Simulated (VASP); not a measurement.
TaN:

```
Ta N
1.0
     0.00000    2.16618    2.16618
     2.16618    0.00000    2.16618
     2.16618    2.16618    0.00000
Ta N
1 1
Direct
  0.50000 0.50000 0.50000
  0.00000 0.00000 0.00000
```

Base run:

```yaml
Program: VASP 6.6.1
Functional: PBE
Potentials_or_basis: VASP PAW PBE potentials, release 64 (Ta_pv, N)
Cutoff: 520 eV
k_mesh: 10 × 10 × 10
Occupations: fermi-dirac, width 0.05 eV
Spin: no spin polarisation
```

Its results: band gap on the k mesh zero (band 8 reaches 12.10 eV, above the bottom of band 9 at 7.83 eV); pressure 22.7 GPa.

After a change of settings the same cell gave: band gap on the k mesh zero (band 8 reaches 12.89 eV, above the bottom of band 9 at 7.18 eV); pressure 13.4 GPa. Which change was it?
A. functional from PBE to PBEsol; cutoff from 520 eV to 600 eV; dispersion from none to D3(BJ)
B. functional from PBE to PBEsol; further incar settings from ALGO = Normal; EDIFF = 1e-06; NBANDS = 15 to ALGO = Normal; EDIFF = 1e-07; NBANDS = 15
C. potentials or basis from VASP PAW PBE potentials, release 64 (Ta_pv, N) to VASP PAW PBE potentials, release 64 (Ta_sv_GW, N); cutoff from 520 eV to 600 eV; further incar settings from ALGO = Normal; EDIFF = 1e-06; NBANDS = 15 to ALGO = Normal; EDIFF = 1e-06; NBANDS = 16; valence electrons from 16 to 18
D. functional from PBE to PBE0; k mesh from 10 × 10 × 10 to 6 × 6 × 6

D.

Caveats: some runs use coarse meshes; spin-orbit coupling is left out, which moves the levels of the heavy elements; the PAW data sets were made with another functional, which shifts forces and pressure a little (some runs).
